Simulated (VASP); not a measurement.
# Ca (Im-3m) in VASP: a series of runs

Ca is run at these levels: LDA; tasks: single point.

All numbers are computed with VASP 6.6.1; they aren't measurements. Logs are shortened: lines on timing, memory, paths and dates and some standing lists are left out, and cuts for length are marked.

### Step 1. The cell of the first run

It takes space group Im-3m (No. 229, cubic). Conventional cell: a = 3.148 Å, b = 3.148 Å, c = 3.148 Å, α = 90.00°, β = 90.00°, γ = 90.00°. Ca (site symmetry m-3m) has 14 Ca at 2.73 to 3.15 Å within 3.6 Å.

### Step 2. Single point, LDA

INCAR reads:

```
SYSTEM = Ca
ALGO = Normal
EDIFF = 1E-6
ENCUT = 500
GGA_COMPAT = .FALSE.
ISIF = 2
ISMEAR = 0
LASPH = .TRUE.
LCHARG = .TRUE.
LELF = .TRUE.
LREAL = .FALSE.
LVHAR = .TRUE.
LWAVE = .FALSE.
NBANDS = 11
NELM = 120
PREC = Accurate
SIGMA = 0.1
```

KPOINTS reads:

```
k-points
0
G
  7 7 7
  0 0 0
```

POSCAR reads:

```
Ca
1.0
    1.5738281106      1.5738281106      1.5738281106
   -1.5738281106      1.5738281106      1.5738281106
   -1.5738281106     -1.5738281106      1.5738281106
Ca
1
Direct
    0.0000000000      0.0000000000      0.0000000000
```

Potentials or basis: VASP PAW LDA potentials, release 64 (Ca_sv).

Run with:

```sh
$ cat potpaw_LDA.64/Ca_sv/POTCAR > POTCAR
$ mpirun -np 1 vasp_std > vasp.out
```

OUTCAR:

```text
SYSTEM = Ca
   EDIFF = 1E-6
   ENCUT = 500
   ISIF = 2
   ISMEAR = 0
   LASPH = .TRUE.
   LREAL = .FALSE.
   NELM = 120
   PREC = Accurate

 ion  position               nearest neighbor table
   1  0.000  0.000  0.000-

  LATTYP: Found a body centered cubic cell.
 ALAT       =     3.1476562212

  Lattice vectors:

 A1 = (   1.5738281106,  -1.5738281106,  -1.5738281106)
 A2 = (   1.5738281106,   1.5738281106,   1.5738281106)
 A3 = (  -1.5738281106,  -1.5738281106,   1.5738281106)

Analysis of symmetry for initial positions (statically):
=====================================================================
 Subroutine PRICEL returns:
 Original cell was already a primitive cell.

 Routine SETGRP: Setting up the symmetry group for a
 body centered cubic supercell.

 Subroutine GETGRP returns: Found 48 space group operations
 (whereof 48 operations were pure point group operations)
 out of a pool of 48 trial point group operations.

The static configuration has the point symmetry O_h .

Analysis of symmetry for dynamics (positions and initial velocities):
=====================================================================
 Subroutine PRICEL returns:
 Original cell was already a primitive cell.

 Routine SETGRP: Setting up the symmetry group for a
 body centered cubic supercell.

 Subroutine GETGRP returns: Found 48 space group operations
 (whereof 48 operations were pure point group operations)
 out of a pool of 48 trial point group operations.

The dynamic configuration has the point symmetry O_h .

 Subroutine INISYM returns: Found 48 space group operations
 (whereof 48 operations are pure point group operations),
 and found     1 'primitive' translations

----------------------------------------------------------------------------------------

                                     Primitive cell

  volume of cell :      15.5931

  direct lattice vectors                    reciprocal lattice vectors
     1.573828111  1.573828111  1.573828111     0.317696702  0.000000000  0.317696702
    -1.573828111  1.573828111  1.573828111    -0.317696702  0.317696702  0.000000000
    -1.573828111 -1.573828111  1.573828111     0.000000000 -0.317696702  0.317696702

  length of vectors
     2.725950250  2.725950250  2.725950250     0.449290984  0.449290984  0.449290984

  position of ions in fractional coordinates (direct lattice)
     0.000000000  0.000000000  0.000000000

  ion indices of the primitive-cell ions
   primitive index   ion index
                 1           1

----------------------------------------------------------------------------------------

 KPOINTS: k-points

Automatic generation of k-mesh.
 Grid dimensions read from file:
 generate k-points for:    7    7    7

 Generating k-lattice:

  Cartesian coordinates                     Fractional coordinates (reciprocal lattice)
     0.045385243  0.000000000  0.045385243     0.142857143  0.000000000  0.000000000
    -0.045385243  0.045385243  0.000000000     0.000000000  0.142857143  0.000000000
     0.000000000 -0.045385243  0.045385243     0.000000000  0.000000000  0.142857143

  Length of vectors
     0.064184426  0.064184426  0.064184426

  Shift w.r.t. Gamma in fractional coordinates (k-lattice)
     0.000000000  0.000000000  0.000000000

 Subroutine IBZKPT returns following result:
 ===========================================

 Found     20 irreducible k-points:

 Following reciprocal coordinates:
            Coordinates               Weight
  0.000000  0.000000  0.000000      1.000000
  0.142857  0.000000  0.000000     12.000000
  0.285714  0.000000  0.000000     12.000000
  0.428571  0.000000  0.000000     12.000000
  0.285714  0.142857 -0.000000     24.000000
  0.428571  0.142857 -0.000000     48.000000
[... 12 lines left out ...]
 -0.428571  0.428571  0.285714      8.000000
  0.428571  0.428571  0.428571      6.000000
   k-points           NKPTS =     20   k-points in BZ     NKDIM =     20   number of bands    NBANDS=     11
   number of dos      NEDOS =    301   number of ions     NIONS =      1
   total plane-waves  NPLWV =   8000
   dimension x,y,z NGX =    20 NGY =   20 NGZ =   20
   dimension x,y,z NGXF=    40 NGYF=   40 NGZF=   40
   ions per type =               1
   NGX,Y,Z   is equivalent  to a cutoff of  12.20, 12.20, 12.20 a.u.
   NGXF,Y,Z  is equivalent  to a cutoff of  24.39, 24.39, 24.39 a.u.
 SYSTEM =  Ca
   PREC   = accura    normal or accurate (medium, high low for compatibility)
   ISTART =      0    job   : 0-new  1-cont  2-samecut
   ICHARG =      2    charge: 1-file 2-atom 10-const
   ISPIN  =      1    spin polarized calculation?
   LNONCOLLINEAR =      F non collinear calculations
   LSORBIT =      F    spin-orbit coupling
   LASPH  =      T    aspherical Exc in radial PAW
   ENCUT  =  500.0 eV  36.75 Ry    6.06 a.u.   4.97  4.97  4.97*2*pi/ulx,y,z
   NELM   =    120;   NELMIN=  2; NELMDL= -5     # of ELM steps
   EDIFF  = 0.1E-05   stopping-criterion for ELM
   LREAL  =      F    real-space projection
   EDIFFG = 0.1E-04   stopping-criterion for IOM
   NSW    =      0    number of steps for IOM
   IBRION =     -1    ionic relax: 0-MD 1-quasi-New 2-CG
   NFREE  =      0    steps in history (QN), initial steepest desc. (CG)
   ISIF   =      2    stress and relaxation
   ISYM   =      2    0-nonsym 1-usesym 2-fastsym
   POTIM  = 0.5000    time-step for ionic-motion
   TEBEG  =    0.0;   TEEND  =   0.0 temperature during run
   PSTRESS=    0.0 pullay stress
   NELECT =      10.0000    total number of electrons
   NUPDOWN=      -1.0000    fix difference up-down
   EMIN   =  10.00;   EMAX   =-10.00  energy-range for DOS
   EFERMI =   0.00;   METHOD = LEGACY
   ISMEAR =     0;   SIGMA  =   0.10  broadening in eV -4-tet -1-fermi 0-gaus
   EFERMI_NEDOS =   21; number of points for ismear=-14 and -15
   IALGO  =     38    algorithm
   IMIX   =      4    mixing-type and parameters
     AMIX     =   0.40;   BMIX     =  1.00
     AMIX_MAG =   1.60;   BMIX_MAG =  1.00
  volume/ion in A,a.u.               =      15.59       105.23
  Fermi-wavevector in a.u.,A,eV,Ry     =   1.411771  2.667860 27.117729  1.993097
  Thomas-Fermi vector in A             =   2.533588
   LORBIT       =      0    0 simple, 1 ext, 2 COOP (PROOUT), +10 PAW based schemes
   GGA     = CA    functional components
   LHFCALC =     F    Hartree Fock is set to
   AEXX    =    0.0000 exact exchange contribution
   IVDW    =     0    specifies the selected vdW correction
   LEPSILON=     F    determine dielectric tensor
   LRPA    =     F    only Hartree local field effects (RPA)
 non-spin polarized calculation
 Gauss-broadening in eV      SIGMA  =   0.10
  energy-cutoff  :      500.00
  volume of cell :       15.59
 maximum number of plane-waves:       410
   NGX =  9   NGY =  9   NGZ =  9

 number of electron      10.0000000 magnetization

 Free energy of the ion-electron system (eV)
  ---------------------------------------------------
  ext. energy  EPLUGINS =         0.00000000
  ---------------------------------------------------
  free energy    TOTEN  =         0.17971957 eV

  energy without entropy =        0.19251928  energy(sigma->0) =        0.18611942

 E-fermi :   7.4183     XC(G=0): -11.9614

 val. band max:        7.4153890802   @ k =   0.2857   0.2857   0.2857
 cond. band min:       7.4473536960   @ k =   0.1429  -0.4286   0.1429
 fundamental gap:      0.0319646159
 Fermi energy:         7.4183157777

 k-point     1 :       0.0000    0.0000    0.0000
  band No.  band energies     occupation
      1     -33.0434      2.00000
      2     -12.6752      2.00000
      3     -12.6752      2.00000
      4     -12.6752      2.00000
      5       3.3621      2.00000
      6      10.7817      0.00000
      7      10.7817      0.00000
      8      10.7817      0.00000
      9      13.5779      0.00000
     10      13.5779      0.00000
     11      24.3208      0.00000

 k-point     2 :       0.1429    0.0000    0.0000
  band No.  band energies     occupation
      1     -32.9036      2.00000
      2     -13.2822      2.00000
      3     -12.8357      2.00000
      4     -12.6878      2.00000
      5       4.3080      2.00000
      6      10.1696      0.00000
      7      10.4117      0.00000
      8      11.6638      0.00000
      9      12.9900      0.00000
     10      13.5937      0.00000
     11      24.8073      0.00000

 k-point     3 :       0.2857    0.0000    0.0000
  band No.  band energies     occupation
      1     -32.5741      2.00000
      2     -14.5155      2.00000
      3     -13.1782      2.00000
      4     -12.7172      2.00000
      5       5.7680      2.00000
      6       9.0535      0.00000
      7       9.8277      0.00000
      8      13.3549      0.00000
      9      13.8814      0.00000
     10      13.9815      0.00000
     11      23.6808      0.00000

 k-point     4 :       0.4286    0.0000    0.0000
  band No.  band energies     occupation
      1     -32.2924      2.00000
      2     -15.4186      2.00000
      3     -13.4370      2.00000
      4     -12.7418      2.00000
      5       5.6031      2.00000
      6       8.3220      0.00000
      7      11.4158      0.00000
      8      13.9015      0.00000
      9      14.4646      0.00000
     10      16.5314      0.00000
     11      21.5227      0.00000
[... 183 lines left out ...]
 k-point    18 :       0.4286    0.2857    0.2857
  band No.  band energies     occupation
      1     -31.9900      2.00000
      2     -14.8398      2.00000
      3     -14.0633      2.00000
      4     -13.8573      2.00000
      5       6.3486      2.00000
      6       7.0153      2.00000
      7      11.8805      0.00000
      8      12.4101      0.00000
      9      15.9499      0.00000
     10      17.5822      0.00000
     11      22.6214      0.00000

 k-point    19 :      -0.4286    0.4286    0.2857
  band No.  band energies     occupation
      1     -31.8956      2.00000
      2     -14.5925      2.00000
      3     -14.5925      2.00000
      4     -13.8778      2.00000
      5       6.1635      2.00000
      6       6.1635      2.00000
      7      11.8287      0.00000
      8      15.0910      0.00000
      9      15.0910      0.00000
     10      20.6878      0.00000
     11      20.6878      0.00000

 k-point    20 :       0.4286    0.4286    0.4286
  band No.  band energies     occupation
      1     -31.8146      2.00000
      2     -14.5171      2.00000
      3     -14.3792      2.00000
      4     -14.3792      2.00000
      5       5.3552      2.00000
      6       5.5677      2.00000
      7      14.8873      0.00000
      8      14.8873      0.00000
      9      15.8744      0.00000
     10      18.3900      0.00000
     11      21.0097      0.00000

------------------------ aborting loop because EDIFF is reached ----------------------------------------

  FORCE on cell =-STRESS in cart. coord.  units (eV):
  Direction    XX          YY          ZZ          XY          YZ          ZX
  --------------------------------------------------------------------------------------
  -------------------------------------------------------------------------------------
  Total        5.9191741      5.9191741      5.9191741     -0.0000000      0.0000000     -0.0000000
  in kB      608.1907487    608.1907487    608.1907487     -0.0000000      0.0000000     -0.0000000
  external PRESSURE =     608.1907487 kB  Pullay stress =       0.0000000 kB

 VOLUME and BASIS-vectors are now :
 -----------------------------------------------------------------------------
  energy-cutoff  :      500.00
  volume of cell :       15.59
      direct lattice vectors                 reciprocal lattice vectors
     1.573828111  1.573828111  1.573828111     0.317696702  0.000000000  0.317696702
    -1.573828111  1.573828111  1.573828111    -0.317696702  0.317696702  0.000000000
    -1.573828111 -1.573828111  1.573828111     0.000000000 -0.317696702  0.317696702

 POSITION                                       TOTAL-FORCE (eV/Angst)
 -----------------------------------------------------------------------------------
      0.00000      0.00000      0.00000         0.000000     -0.000000      0.000000
 -----------------------------------------------------------------------------------
    total drift:                                0.000000      0.000000     -0.000000

  FREE ENERGIE OF THE ION-ELECTRON SYSTEM (eV)
  ---------------------------------------------------
  free  energy   TOTEN  =         0.1797195654 eV

  energy  without entropy=        0.1925192820  energy(sigma->0) =        0.18611942
```

It took 6.1 s on 1 thread of AMD EPYC 7R43 (Zen 3), shared host; peak memory 0.08 GiB.

Results:

```
Free energy            : 0.1797 eV
Pressure               : 60.8 GPa
Band gap on the k mesh : zero (band 5 reaches 7.96 eV, above the bottom of band 6 at 5.57 eV)
```

Caveat: the k points lie up to 0.40 Å⁻¹ apart.

### Step 3. Single point, LDA

This run uses another cell than the first one, of 18.32 Å³/atom, 1.175 times its volume.

INCAR reads:

```
  PREC = Accurate
  ENCUT = 500
  EDIFF = 1E-6
  ISMEAR = 0
  SIGMA = 0.1
  LREAL = F
  LASPH = T
  NELM = 120
  ALGO = Normal
  ISIF = 2
  LWAVE = F
  LCHARG = F
  NBANDS = 11
  GGA_COMPAT = F
```

KPOINTS reads:

```
regular mesh
0
Gamma
  7 7 7
```

POSCAR reads:

```
Ca
1.0
    1.6606005842      1.6606005842      1.6606005842
   -1.6606005842      1.6606005842      1.6606005842
   -1.6606005842     -1.6606005842      1.6606005842
Ca
1
Direct
    0.0000000000      0.0000000000      0.0000000000
```

Potentials or basis: VASP PAW LDA potentials, release 64 (Ca_sv).

Run with:

```sh
$ cat potpaw_LDA.64/Ca_sv/POTCAR > POTCAR
$ mpirun -np 1 vasp_std > vasp.out
```

It took 10 s on 1 thread of AMD EPYC 7R43 (Zen 3), shared host; peak memory 0.1 GiB.

It converged, with:

```
Free energy            : -0.6825 eV
Pressure               : 40.4 GPa
Band gap on the k mesh : zero (band 5 reaches 6.70 eV, above the bottom of band 6 at 4.85 eV)
```

Levels at points of the mesh, in eV from the Fermi level:
| k point | band 2 | band 3 | band 4 | band 5 | band 6 | band 7 | band 8 | band 9 |
| --- | --- | --- | --- | --- | --- | --- | --- | --- |
| (0.00, 0.00, 0.00) | -20.46 | -20.46 | -20.46 | -4.40 | 3.35 | 3.35 | 3.35 | 5.76 |

Caveat: the k points lie up to 0.38 Å⁻¹ apart.
